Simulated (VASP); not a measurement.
Crystal: Sm2Si.

```xyz
3
Lattice="3.7121 0.0000 0.0000 -1.8560 3.2147 0.0000 0.0000 0.0000 5.0927" Properties=species:S:1:pos:R:3 pbc="T T T"
Sm    0.0000    2.1432    1.2732
Sm    1.8560    1.0716    3.8195
Si    0.0000    0.0000    0.0000
```

The cell was generated, and may not be a known phase.

| Item | Value |
| --- | --- |
| Program | VASP 6.6.1 |
| Task | relaxation of cell and atoms |
| Functional | PBE |
| Potentials or basis | VASP PAW PBE potentials, release 64 (Sm_3, Si), 4f in core |
| Cutoff | 500 eV |
| k mesh | 6 × 6 × 4 |
| Occupations | gaussian, width 0.1 eV |
| Spin | no spin polarisation |

At the start: pressure 47.3 GPa; volume 20.26 Å³/atom.

Problem. Where does the relaxation end?

Solution. Over 29 steps the energy falls by 1219.6 meV/atom and the volume is 32.93 Å³/atom (+62.5 %); space group P-3m1 (No. 164, to 0.1 Å) before and after.

The path:
```
step  energy change (eV)  largest force (eV/Å)  pressure (GPa)  volume (Å³)
   1              0.0000                5.5552           47.31        60.77
   2             -1.2441                2.0236           -9.05       129.96
   3             -3.4265                0.8818           -0.61        88.70
   4             -3.4363                0.7659            0.16        87.47
   5             -3.4389                0.6734            0.77        86.54
   6             -3.4794                0.5343            0.37        88.26
   7             -3.5312                0.1836           -0.67        93.23
   8             -3.5315                0.1620           -0.74        93.57
   9             -3.5319                0.1439            0.87        91.44
  10             -3.5360                0.0076            0.07        92.47
  11             -3.5365                0.0034            0.07        92.60
  12             -3.5389                0.0087            0.08        92.99
  13             -3.5471                0.0302            0.07        93.74
  14             -3.5717                0.0446           -0.03        95.17
  15             -3.6265                0.0786           -0.29        97.79
  16             -3.5963                0.3343           -1.24       102.00
  17             -3.6520                0.1216           -0.46        99.20
  18             -3.6551                0.1628           -0.63        99.87
  19             -3.6550                0.1503           -0.58        99.68
  20             -3.6552                0.1514           -0.58        99.71
  21             -3.6556                0.1546           -0.58        99.78
  22             -3.6556                0.1557           -0.58        99.80
  23             -3.6560                0.1487           -0.54        99.73
  24             -3.6569                0.1274           -0.42        99.51
  25             -3.6582                0.0842           -0.16        99.07
  26             -3.6580                0.0042            0.36        98.21
  27             -3.6586                0.0448            0.07        98.68
  28             -3.6586                0.0428            0.07        98.71
  29             -3.6588                0.0370            0.06        98.78
```

Final structure:
```
Sm Si
1.0
     4.09021    0.00000    0.00000
    -2.04510    3.54222    0.00000
     0.00000    0.00000    6.81778
Sm Si
2 1
Direct
  0.33333 0.66667 0.24060
  0.66667 0.33333 0.75940
  0.00000 0.00000 0.00000
```

Caveat: the volume moved by over 15 % at a fixed basis, so the end points are rough.
